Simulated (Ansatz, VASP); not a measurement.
One calculation of HfB2, two programs

```
CELL_PARAMETERS angstrom
3.14511 0.00000 0.00000
-1.57255 2.72374 0.00000
0.00000 0.00000 3.48738
ATOMIC_POSITIONS crystal
Hf 0.00000 0.00000 0.00000
B 0.33333 0.66667 0.50000
B 0.66667 0.33333 0.50000
```

Alike in both runs: task single point; functional PBE; k mesh 13 × 13 × 10; occupations fermi-dirac, width 0.05 eV; non-collinear spin, spin-orbit coupling.

|  | VASP | Ansatz |
| --- | --- | --- |
| version | VASP 6.6.1 | Ansatz 0.2.0 |
| potentials or method | VASP PAW PBE potentials, release 64 (Hf_pv, B), cutoff 520 eV | all-electron LAPW |

```csv
,VASP,Ansatz,Ansatz less VASP
pressure (GPa),-0.4,-0.3,+0.11
"traceless stress, the component that is largest in VASP (GPa)",0.19,-0.15,-0.342
net moment per atom (μB),0.00,0.00,0.000
```

Ansatz ran all-electron here, and VASP with PAW potentials.
